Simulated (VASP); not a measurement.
# KHoC (P6/mmm) in VASP: a series of runs

Runs on KHoC. Level: PBE. Tasks: single point, relaxation of cell and atoms.

Program: VASP 6.6.1. These are calculated values, not measurements. Logs are shortened: lines on timing, memory, paths and dates and some standing lists are left out, and cuts for length are marked.

## Step 1: The cell of the first run

It takes space group P6/mmm (No. 191, hexagonal). The conventional cell has a = 5.642 Å, b = 5.642 Å, c = 6.156 Å, α = 90.00°, β = 90.00°, γ = 120.00°. K (site symmetry -6m2) has 2 C at 3.08 Å and 3 K at 3.26 Å and 3 Ho at 3.26 Å within 4.1 Å. Ho (site symmetry 6/mmm) has 2 Ho at 3.08 Å and 6 K at 3.26 Å within 4.1 Å. Ho (site symmetry 6/mmm) has 2 Ho at 3.08 Å and 6 C at 3.26 Å within 4.1 Å. Within 4.1 Å of C (site symmetry -6m2) lie 2 K at 3.08 Å and 3 C at 3.26 Å and 3 Ho at 3.26 Å.

The cell was built from a structure type or drawn by symmetry, and may not be a known phase.

## Step 2: Single point, PBE

File INCAR:

```
SYSTEM = KHoC
  PREC = Accurate
  ENCUT = 600
  EDIFF = 1E-6
  ISMEAR = 0
  SIGMA = 0.1
  LREAL = .FALSE.
  LASPH = .TRUE.
  NELM = 200
  ALGO = Normal
  ISIF = 2
  LWAVE = .FALSE.
  LCHARG = .TRUE.
  GGA = PE
  LELF = .TRUE.
  LVHAR = .TRUE.
  NBANDS = 31
  GGA_COMPAT = .FALSE.
  LMAXMIX = 6
```

File KPOINTS:

```
Automatic mesh
0
G
  6 6 4
  0 0 0
```

File POSCAR:

```
KHoC
1.0
    5.6424388500      0.0000000000      0.0000000000
   -2.8212194200      4.8864953800      0.0000000000
    0.0000000000      0.0000000000      6.1563082900
K Ho C
2 2 2
Direct
    0.3333333300      0.6666666700      0.0000000000
    0.6666666700      0.3333333300      0.0000000000
    0.0000000000      0.0000000000      0.0000000000
    0.0000000000      0.0000000000      0.5000000000
    0.3333333300      0.6666666700      0.5000000000
    0.6666666700      0.3333333300      0.5000000000
```

Potentials or basis: VASP PAW PBE potentials, release 64 (K_sv, Ho_3, C), 4f in core.

Run with:

```bash
cat potpaw_PBE.64/K_sv/POTCAR potpaw_PBE.64/Ho_3/POTCAR potpaw_PBE.64/C/POTCAR > POTCAR
mpirun -np 1 vasp_std > vasp.out
```

OUTCAR:

```text
SYSTEM = KHoC
   PREC = Accurate
   ENCUT = 600
   EDIFF = 1E-6
   ISMEAR = 0
   LREAL = .FALSE.
   LASPH = .TRUE.
   NELM = 200
   ISIF = 2
   GGA = PE

 ion  position               nearest neighbor table
   1  0.333  0.667  0.000-   2 3.26   3 3.26   2 3.26   3 3.26   3 3.26   2 3.26
   2  0.667  0.333  0.000-   1 3.26   3 3.26   1 3.26   3 3.26   3 3.26   1 3.26
   3  0.000  0.000  0.000-   4 3.08   4 3.08   1 3.26   2 3.26   1 3.26   2 3.26   2 3.26   1 3.26

   4  0.000  0.000  0.500-   3 3.08   3 3.08
   5  0.333  0.667  0.500-
   6  0.667  0.333  0.500-

  LATTYP: Found a hexagonal cell.
 ALAT       =     5.6424388500
 C/A-ratio  =     1.0910722214

  Lattice vectors:

 A1 = (   5.6424388500,   0.0000000000,   0.0000000000)
 A2 = (  -2.8212194200,   4.8864953800,   0.0000000000)
 A3 = (   0.0000000000,   0.0000000000,   6.1563082900)

Analysis of symmetry for initial positions (statically):
=====================================================================
 Subroutine PRICEL returns:
 Original cell was already a primitive cell.

 Routine SETGRP: Setting up the symmetry group for a
 hexagonal supercell.

 Subroutine GETGRP returns: Found 24 space group operations
 (whereof 24 operations were pure point group operations)
 out of a pool of 24 trial point group operations.

The static configuration has the point symmetry D_6h.

Analysis of symmetry for dynamics (positions and initial velocities):
=====================================================================
 Subroutine PRICEL returns:
 Original cell was already a primitive cell.

 Routine SETGRP: Setting up the symmetry group for a
 hexagonal supercell.

 Subroutine GETGRP returns: Found 24 space group operations
 (whereof 24 operations were pure point group operations)
 out of a pool of 24 trial point group operations.

The dynamic configuration has the point symmetry D_6h.

 Subroutine INISYM returns: Found 24 space group operations
 (whereof 24 operations are pure point group operations),
 and found     1 'primitive' translations

----------------------------------------------------------------------------------------

                                     Primitive cell

  volume of cell :     169.7402

  direct lattice vectors                    reciprocal lattice vectors
     5.642438850  0.000000000  0.000000000     0.177228327  0.102322822  0.000000000
    -2.821219420  4.886495380  0.000000000     0.000000000  0.204645645  0.000000000
     0.000000000  0.000000000  6.156308290     0.000000000  0.000000000  0.162435010

  length of vectors
     5.642438850  5.642438845  6.156308290     0.204645645  0.204645645  0.162435010

  position of ions in fractional coordinates (direct lattice)
     0.333333330  0.666666670  0.000000000
     0.666666670  0.333333330  0.000000000
     0.000000000  0.000000000  0.000000000
     0.000000000  0.000000000  0.500000000
     0.333333330  0.666666670  0.500000000
     0.666666670  0.333333330  0.500000000

  ion indices of the primitive-cell ions
   primitive index   ion index
                 1           1
                 2           2
                 3           3
                 4           4
                 5           5
                 6           6

----------------------------------------------------------------------------------------

 KPOINTS: Automatic mesh

Automatic generation of k-mesh.
 Grid dimensions read from file:
 generate k-points for:    6    6    4

 Generating k-lattice:

  Cartesian coordinates                     Fractional coordinates (reciprocal lattice)
     0.029538055  0.017053804  0.000000000     0.166666667  0.000000000  0.000000000
     0.000000000  0.034107608  0.000000000     0.000000000  0.166666667  0.000000000
     0.000000000  0.000000000  0.040608753     0.000000000  0.000000000  0.250000000

  Length of vectors
     0.034107608  0.034107608  0.040608753

  Shift w.r.t. Gamma in fractional coordinates (k-lattice)
     0.000000000  0.000000000  0.000000000

 Subroutine IBZKPT returns following result:
[... 48 lines left out ...]

 E-fermi :   1.5776     XC(G=0):  -8.6715

 val. band max:        1.5744064429   @ k =   0.1667  -0.0000   0.5000
 cond. band min:       1.5867850822   @ k =   0.3333  -0.0000   0.0000
 fundamental gap:      0.0123786394
 Fermi energy:         1.5775705004

 k-point     1 :       0.0000    0.0000    0.0000
  band No.  band energies     occupation
      1     -29.9105      2.00000
      2     -29.7426      2.00000
      3     -23.6464      2.00000
      4     -23.5618      2.00000
      5     -23.5618      2.00000
      6     -22.9158      2.00000
[... 23 lines left out ...]
     30       4.4184      0.00000
     31       4.8083      0.00000

 k-point     2 :       0.1667   -0.0000    0.0000
  band No.  band energies     occupation
      1     -29.9017      2.00000
      2     -29.7528      2.00000
      3     -23.6463      2.00000
      4     -23.5624      2.00000
      5     -23.5587      2.00000
      6     -22.9164      2.00000
[... 23 lines left out ...]
     30       4.5940      0.00000
     31       5.0419      0.00000

 k-point     3 :       0.3333   -0.0000    0.0000
  band No.  band energies     occupation
      1     -29.8783      2.00000
      2     -29.7789      2.00000
      3     -23.6461      2.00000
      4     -23.5635      2.00000
      5     -23.5523      2.00000
      6     -22.9175      2.00000
[... 23 lines left out ...]
     30       4.3375      0.00000
     31       4.8029      0.00000

 k-point     4 :       0.5000    0.0000    0.0000
  band No.  band energies     occupation
      1     -29.8592      2.00000
      2     -29.7994      2.00000
      3     -23.6459      2.00000
      4     -23.5641      2.00000
      5     -23.5490      2.00000
      6     -22.9181      2.00000
[... 533 lines left out ...]
     30       3.0014      0.00000
     31       3.2925      0.00000

 k-point    20 :       0.3333    0.1667    0.5000
  band No.  band energies     occupation
      1     -29.8585      2.00000
      2     -29.8001      2.00000
      3     -23.5556      2.00000
      4     -23.5457      2.00000
      5     -23.2104      2.00000
      6     -23.0485      2.00000
[... 23 lines left out ...]
     30       3.0172      0.00000
     31       3.2990      0.00000

 k-point    21 :       0.3333    0.3333    0.5000
  band No.  band energies     occupation
      1     -29.8297      2.00000
      2     -29.8297      2.00000
      3     -23.5499      2.00000
      4     -23.5499      2.00000
      5     -23.2104      2.00000
      6     -23.0485      2.00000
[... 23 lines left out ...]
     30       3.2536      0.00000
     31       3.2536      0.00000

------------------------ aborting loop because EDIFF is reached ----------------------------------------

  FORCE on cell =-STRESS in cart. coord.  units (eV):
  Direction    XX          YY          ZZ          XY          YZ          ZX
  --------------------------------------------------------------------------------------
  -------------------------------------------------------------------------------------
  Total       -1.3881562     -1.3881562     -3.0612487     -0.0000000     -0.0000000     -0.0000000
  in kB      -13.1028025    -13.1028025    -28.8951187     -0.0000000     -0.0000000     -0.0000000
  external PRESSURE =     -18.3669079 kB  Pullay stress =       0.0000000 kB

 VOLUME and BASIS-vectors are now :
 -----------------------------------------------------------------------------
  energy-cutoff  :      600.00
  volume of cell :      169.74
      direct lattice vectors                 reciprocal lattice vectors
     5.642438850  0.000000000  0.000000000     0.177228327  0.102322822  0.000000000
    -2.821219420  4.886495380  0.000000000     0.000000000  0.204645645  0.000000000
     0.000000000  0.000000000  6.156308290     0.000000000  0.000000000  0.162435010

 POSITION                                       TOTAL-FORCE (eV/Angst)
 -----------------------------------------------------------------------------------
     -0.00000      3.25766      0.00000        -0.000000      0.000000     -0.000000
      2.82122      1.62883      0.00000         0.000000      0.000000      0.000000
      0.00000      0.00000      0.00000         0.000000      0.000000      0.000000
      0.00000      0.00000      3.07815         0.000000      0.000000      0.000000
     -0.00000      3.25766      3.07815        -0.000000      0.000000      0.000000
      2.82122      1.62883      3.07815         0.000000      0.000000      0.000000
 -----------------------------------------------------------------------------------
    total drift:                               -0.000000      0.000000     -0.000000

  FREE ENERGIE OF THE ION-ELECTRON SYSTEM (eV)
  ---------------------------------------------------
  free  energy   TOTEN  =       -14.9990509071 eV

  energy  without entropy=      -14.9514470943  energy(sigma->0) =      -14.97524900
```

Wall time 100 s (1 thread of Intel Xeon 6975P-C (Granite Rapids), shared host); peak memory 0.4 GiB.

What came out:

- Free energy: -14.9991 eV
- Pressure: -1.8 GPa
- Band gap on the k mesh: zero (bands 22 and 23 overlap by 0.40 eV)

Stress tensor (GPa, compression positive):
```
-1.31  0.00  0.00
 0.00 -1.31  0.00
 0.00  0.00 -2.89
```

Caveat: spin-orbit coupling is left out, which moves the levels of the heavy elements; the 4f electrons are frozen in the core, so they carry no moment and show no levels. Spin polarisation is off, so any magnetic state and its effect on volume and gap are missing.

## Step 3: Single point, PBE

This run uses another cell than the first one, of 25.50 Å³/atom.

File INCAR:

```
SYSTEM = KHoC
ALGO     = Normal         ! electronic algorithm
EDIFF    = 1E-6           ! SCF threshold, eV
ENCUT    = 600            ! plane-wave cutoff, eV
GGA      = PE             ! functional
GGA_COMPAT= .FALSE.      
ISIF     = 2              ! what is computed and relaxed
ISMEAR   = 0              ! smearing method
LASPH    = .TRUE.         ! aspherical terms in the spheres
LCHARG   = .FALSE.        ! write CHGCAR
LMAXMIX  = 6              ! l up to which the mixer works
LREAL    = .FALSE.        ! projectors in reciprocal space
LWAVE    = .FALSE.        ! write WAVECAR
NBANDS   = 31             ! bands
NELM     = 200            ! most SCF steps
PREC     = Accurate       ! precision mode
SIGMA    = 0.1            ! smearing width, eV
```

File KPOINTS:

```
k-points
0
G
  6 6 4
  0 0 0
```

File POSCAR:

```
KHoC
1.0
    5.4875586449     -0.0000000028      0.0000000000
   -2.7437793200      4.7523651926      0.0000000000
    0.0000000000      0.0000000000      5.8667148928
K Ho C
2 2 2
Direct
    0.3333333333      0.6666666667      0.0000000000
    0.6666666667      0.3333333333      0.0000000000
    0.0000000000      0.0000000000      0.0000000000
    0.0000000000      0.0000000000      0.5000000000
    0.3333333333      0.6666666667      0.5000000000
    0.6666666667      0.3333333333      0.5000000000
```

Potentials or basis: VASP PAW PBE potentials, release 64 (K_sv, Ho_3, C), 4f in core.

Run with:

```bash
cat potpaw_PBE.64/K_sv/POTCAR potpaw_PBE.64/Ho_3/POTCAR potpaw_PBE.64/C/POTCAR > POTCAR
mpirun -np 1 vasp_std > vasp.out
```

Run time: 83 s. Hardware: 1 thread of Intel Xeon 6975P-C (Granite Rapids), shared host; peak memory 0.38 GiB.

The run converged. Its results:

```yaml
Free_energy: -15.1062 eV
Pressure: 0.1 GPa
Band_gap_on_the_k_mesh: zero (bands 22 and 23 overlap by 0.59 eV)
```

Stress tensor (GPa, compression positive):
```
-0.07  0.00  0.00
 0.00 -0.07  0.00
 0.00  0.00  0.43
```

Levels at points of the mesh, in eV from the Fermi level:
| k point | band 18 | band 19 | band 20 | band 21 | band 22 | band 23 | band 24 | band 25 | band 26 | band 27 |
| --- | --- | --- | --- | --- | --- | --- | --- | --- | --- | --- |
| (0.00, 0.00, 0.00) | -1.54 | -1.54 | -0.91 | -0.61 | -0.39 | -0.39 | 0.54 | 0.54 | 0.64 | 1.57 |
| (0.50, 0.00, 0.00) | -1.40 | -1.29 | -0.73 | -0.67 | -0.09 | -0.01 | 0.31 | 0.47 | 0.56 | 1.09 |
| (0.00, 0.00, 0.50) | -1.59 | -1.59 | -0.21 | -0.02 | -0.02 | 0.12 | 0.88 | 1.26 | 1.26 | 1.33 |
| (0.50, 0.00, 0.50) | -1.62 | -1.55 | -1.10 | -0.42 | 0.20 | 0.55 | 0.58 | 0.98 | 1.22 | 1.31 |

Caveat: spin-orbit coupling is left out, which moves the levels of the heavy elements; the 4f electrons are frozen in the core, so they carry no moment and show no levels.

## Step 4: Relaxation of cell and atoms, PBE

File INCAR:

```
  ALGO = Normal
  EDIFF = 1E-7
  EDIFFG = -0.04
  ENCUT = 600
  GGA = PE
  GGA_COMPAT = F
  IBRION = 2
  ISIF = 3
  ISMEAR = 0
  LASPH = T
  LCHARG = F
  LMAXMIX = 6
  LREAL = F
  LWAVE = F
  NELM = 200
  NELMIN = 4
  NSW = 90
  PREC = Accurate
  SIGMA = 0.1
```

File KPOINTS:

```
k-points
0
Gamma
  6 6 4
```

File POSCAR:

```
KHoC
1.0
    5.6424388500      0.0000000000      0.0000000000
   -2.8212194200      4.8864953800      0.0000000000
    0.0000000000      0.0000000000      6.1563082900
K Ho C
2 2 2
Direct
    0.3333333300      0.6666666700      0.0000000000
    0.6666666700      0.3333333300      0.0000000000
    0.0000000000      0.0000000000      0.0000000000
    0.0000000000      0.0000000000      0.5000000000
    0.3333333300      0.6666666700      0.5000000000
    0.6666666700      0.3333333300      0.5000000000
```

Run with:

```bash
cat potpaw_PBE.64/K_sv/POTCAR potpaw_PBE.64/Ho_3/POTCAR potpaw_PBE.64/C/POTCAR > POTCAR
mpirun -np 1 vasp_std > vasp.out
```

Wall time 8 min (1 thread of Intel Xeon 6975P-C (Granite Rapids), shared host); peak memory 0.43 GiB.

The run converged. Its results:

- Free energy: -15.1086 eV
- Relaxed volume: 25.76 Å³/atom
- Relaxed cell: a = 5.506 Å, b = 5.506 Å, c = 5.888 Å, α = 90.00°, β = 90.00°, γ = 120.00°
- Space group after relaxing (to 0.1 Å): P6/mmm (No. 191)
- Energy gained by relaxing: 18.3 meV/atom
- Ionic steps: 6
- Pressure after relaxing: -0.1 GPa
- Band gap on the k mesh: zero (bands 22 and 23 overlap by 0.57 eV)

Stress tensor (GPa, compression positive):
```
-0.23  0.00  0.00
 0.00 -0.23  0.00
 0.00  0.00  0.10
```

The path:
| step | energy change (eV) | largest force (eV/Å) | pressure (GPa) | volume (Å³) |
| --- | --- | --- | --- | --- |
| 1 | 0.0000 | 0.0000 | -1.83 | 169.74 |
| 2 | -0.0815 | 0.0000 | -1.04 | 161.91 |
| 3 | -0.1069 | 0.0000 | -0.22 | 155.69 |
| 4 | -0.1071 | 0.0000 | -0.12 | 155.07 |
| 5 | -0.1070 | 0.0000 | -0.17 | 155.36 |
| 6 | -0.1096 | 0.0000 | -0.12 | 154.57 |

Final structure:
```xyz
6
Lattice="5.5056 0.0000 0.0000 -2.7528 4.7680 0.0000 0.0000 0.0000 5.8882" Properties=species:S:1:pos:R:3 pbc="T T T"
K     0.0000    3.1787    0.0000
K     2.7528    1.5893    5.8882
Ho    5.5056    0.0000    0.0000
Ho    5.5056    0.0000    2.9441
C     0.0000    3.1787    2.9441
C     2.7528    1.5893    2.9441
```

Levels at points of the mesh, in eV from the Fermi level:
```
           k point  band 20  band 21  band 22  band 23  band 24  band 25
(0.00, 0.00, 0.00)    -0.91    -0.61    -0.38    -0.38     0.53     0.53
(0.50, 0.00, 0.00)    -0.73    -0.65    -0.08    -0.01     0.31     0.46
(0.00, 0.00, 0.50)    -0.21    -0.02    -0.02     0.12     0.82     1.25
(0.50, 0.00, 0.50)    -1.11    -0.43     0.20     0.55     0.58     0.97
```

Caveat: spin-orbit coupling is left out, which moves the levels of the heavy elements; the 4f electrons are frozen in the core, so they carry no moment and show no levels.

## Step 5: Single point, PBE

This run uses another cell than the first one, of 25.48 Å³/atom.

File INCAR:

```
  ALGO = Normal
  EDIFF = 1E-6
  ENCUT = 600
  GGA = PE
  GGA_COMPAT = F
  ISIF = 2
  ISMEAR = 0
  LASPH = T
  LCHARG = F
  LMAXMIX = 6
  LREAL = F
  LWAVE = F
  NBANDS = 31
  NELM = 200
  PREC = Accurate
  SIGMA = 0.1
```

File KPOINTS:

```
k-points
0
Gamma
  12 12 6
```

File POSCAR:

```
KHoC
1.0
    5.4832288141      0.0000000000      0.0000000000
   -2.7416144070      4.7486154478      0.0000000000
    0.0000000000      0.0000000000      5.8719380217
K Ho C
2 2 2
Direct
    0.3333333333      0.6666666667      0.0000000000
    0.6666666667      0.3333333333      0.0000000000
    0.0000000000      0.0000000000      0.0000000000
    0.0000000000      0.0000000000      0.5000000000
    0.3333333333      0.6666666667      0.5000000000
    0.6666666667      0.3333333333      0.5000000000
```

Run with:

```bash
cat potpaw_PBE.64/K_sv/POTCAR potpaw_PBE.64/Ho_3/POTCAR potpaw_PBE.64/C/POTCAR > POTCAR
mpirun -np 1 vasp_std > vasp.out
```

Run time: 4.3 min. Hardware: 1 thread of Intel Xeon 6975P-C (Granite Rapids), shared host; peak memory 0.6 GiB.

The run converged. Its results:

* Free energy: -15.1264 eV
* Pressure: 0.1 GPa
* Band gap on the k mesh: zero (bands 22 and 23 overlap by 0.63 eV)

Stress tensor (GPa, compression positive):
```
0.03 0.00 0.00
0.00 0.03 0.00
0.00 0.00 0.33
```

Levels at points of the mesh, in eV from the Fermi level:
```csv
k point,band 20,band 21,band 22,band 23,band 24,band 25
"(0.00, 0.00, 0.00)",-0.92,-0.60,-0.38,-0.38,0.54,0.54
"(0.50, 0.00, 0.00)",-0.73,-0.66,-0.08,-0.01,0.31,0.47
"(0.00, 0.00, 0.50)",-0.21,-0.02,-0.02,0.12,0.88,1.27
"(0.50, 0.00, 0.50)",-1.10,-0.41,0.20,0.54,0.59,0.99
```

Caveat: spin-orbit coupling is left out, which moves the levels of the heavy elements; the 4f electrons are frozen in the core, so they carry no moment and show no levels. Spin polarisation is off, so any magnetic state and its effect on volume and gap are missing.

## Step 6: Overview

| task | cell | k mesh | gap on the mesh (eV) | pressure (GPa) |
| --- | --- | --- | --- | --- |
| single point | a = 5.642, b = 5.642, c = 6.156 Å, angles 90.0, 90.0, 120.0°, 6 atoms | 6 × 6 × 4 | none | -1.8 |
| single point | a = 5.488, b = 5.488, c = 5.867 Å, angles 90.0, 90.0, 120.0°, 6 atoms | 6 × 6 × 4 | none | 0.1 |
| relaxation of cell and atoms | relaxed from a = 5.642, b = 5.642, c = 6.156 Å, angles 90.0, 90.0, 120.0°, 6 atoms | 6 × 6 × 4 | none | -0.1 |
| single point | a = 5.483, b = 5.483, c = 5.872 Å, angles 90.0, 90.0, 120.0°, 6 atoms | 12 × 12 × 6 | none | 0.1 |

Alike in all rows: level PBE; potentials or basis VASP PAW PBE potentials, release 64 (K_sv, Ho_3, C), 4f in core; no spin polarisation; cutoff (eV) 600; smearing gaussian 0.1 eV.

Caveats: spin-orbit coupling is left out, which moves the levels of the heavy elements; the 4f electrons are frozen in the core, so they carry no moment and show no levels.

Total energies depend on the potentials used, so only differences within one code and one set of settings carry meaning.
